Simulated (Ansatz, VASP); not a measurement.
# SrCl2 in VASP and in Ansatz

```
CELL_PARAMETERS angstrom
0.00000 3.47511 3.47511
3.47511 0.00000 3.47511
3.47511 3.47511 0.00000
ATOMIC_POSITIONS crystal
Sr 0.00000 0.00000 0.00000
Cl 0.25000 0.25000 0.25000
Cl 0.75000 0.75000 0.75000
```

Alike in both runs: task single point; functional PBE; k mesh 6 × 6 × 6; occupations gaussian, width 0.02 eV; no spin polarisation.

```csv
,VASP,Ansatz
version,VASP 6.6.1,Ansatz 0.2.0
potentials or method,"VASP PAW PBE potentials, release 64 (Sr_sv, Cl), cutoff 520 eV","scalar-relativistic, plane waves, PAW"
valence electrons in the cell,24,24
```

Ansatz gave:

| Item | Value |
| --- | --- |
| gap on the k mesh at the Fermi level (eV) | 5.39 |
| least direct gap on the mesh (eV) | 5.50 |
| pressure (GPa) | 1.4 |

What did VASP give for the same quantities?

gap on the k mesh at the Fermi level (eV): 5.38; least direct gap on the mesh (eV): 5.50; pressure (GPa): 1.5.

With one functional, cell and mesh, what is left measures potentials, basis and numerics.
